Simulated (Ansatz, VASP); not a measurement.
One calculation of Au, two programs

```xyz
5
Lattice="2.9401 0.0000 0.0000 0.0000 2.9401 0.0000 0.0000 0.0000 24.3159" Properties=species:S:1:pos:R:3 pbc="T T T"
Au    0.0000    0.0000    8.0310
Au    1.4700    1.4700   10.0782
Au    0.0000    0.0000   12.1580
Au    1.4700    1.4700   14.2377
Au    0.0000    0.0000   16.2849
```

Alike in both runs: functional PBE; k mesh 12 × 12 × 1; occupations fermi-dirac, width 0.05 eV; no spin polarisation.

Ansatz relaxed the structure, and its values are those at the end. VASP's run is a single point on that final structure, the one shown.

```csv
,VASP,Ansatz
version,VASP 6.6.1,Ansatz 0.2.0
potentials or method,"VASP PAW PBE potentials, release 64 (Au), cutoff 520 eV","all-electron LAPW, scalar-relativistic"
```

```tsv
	VASP	Ansatz	Ansatz less VASP
rms of the force components (eV/Å)	0.003	0.001	-0.0024
```

Ansatz ran all-electron here, and VASP with PAW potentials.

Spin-orbit coupling is off throughout.
